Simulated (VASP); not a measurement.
Runs of VASP 6.6.1 on CsPbCl3. The structure is that of space group Pm-3m (No. 221), or close to it. The cells are those of the table. 

| cell | gap on the mesh (eV) | pressure (GPa) |
| --- | --- | --- |
| a = 5.672 Å, 5 atoms | (b) | (a) |
| a = 5.728 Å, 5 atoms | 2.59 | -0.7 |
| a = 5.783 Å, 5 atoms | 2.70 | (c) |
| a = 5.556 Å, 5 atoms | 2.18 | 1.8 |
| a = 5.615 Å, 5 atoms | 2.33 | 0.8 |

Alike in all rows: task single point; level r2SCAN; potentials or basis VASP PAW PBE potentials, release 64 (Cs_sv, Pb_d, Cl); no spin polarisation; k mesh 6 × 6 × 6; cutoff (eV) 520; smearing gaussian 0.02 eV.

**Question.** Fill in the values left out.

**Answer.** (a) 0.0; (b) 2.47; (c) -1.3.

Caveats: the PAW data sets were made with another functional, which shifts forces and pressure a little; spin-orbit coupling is left out, which moves the levels of the heavy elements.

A k mesh can miss the band edges, and the runs leave out spin-orbit coupling on Cs, Pb.
